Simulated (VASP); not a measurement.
Here is a VASP 6.6.1 calculation.

INCAR

```
SYSTEM = Ge
PREC = Accurate ; ENCUT = 520
EDIFF = 1E-6 ; ISMEAR = 0
SIGMA = 0.01 ; LREAL = .False.
LASPH = .True. ; NELM = 80
ALGO = Normal ; ISIF = 2
LWAVE = .False. ; LCHARG = .False.
GGA = PS ; NBANDS = 21
```

KPOINTS

```
Automatic mesh
0
Gamma
  6 6 6
  0 0 0
```

Contents of POSCAR:

```
Ge
1.0
    0.0000000000      2.7312825750      2.7312825750
    2.7312825750      0.0000000000      2.7312825750
    2.7312825750      2.7312825750      0.0000000000
Ge
2
Direct
    0.0000000000      0.0000000000      0.0000000000
    0.2500000000      0.2500000000      0.2500000000
```

Potentials or basis: VASP PAW PBE potentials, release 64 (Ge_d).

Launch:

```bash
$ cat potpaw_PBE.64/Ge_d/POTCAR > POTCAR
$ mpirun -np 1 vasp_std > vasp.out
```

(1) What does it give for the band gap on the k mesh?

(2) Predict the pressure.

Answers

(1) 0.43 eV, indirect (least direct gap 0.99 eV).

(2) 10.0 GPa.

Caveat: the PAW data sets were made with another functional, which shifts forces and pressure a little.
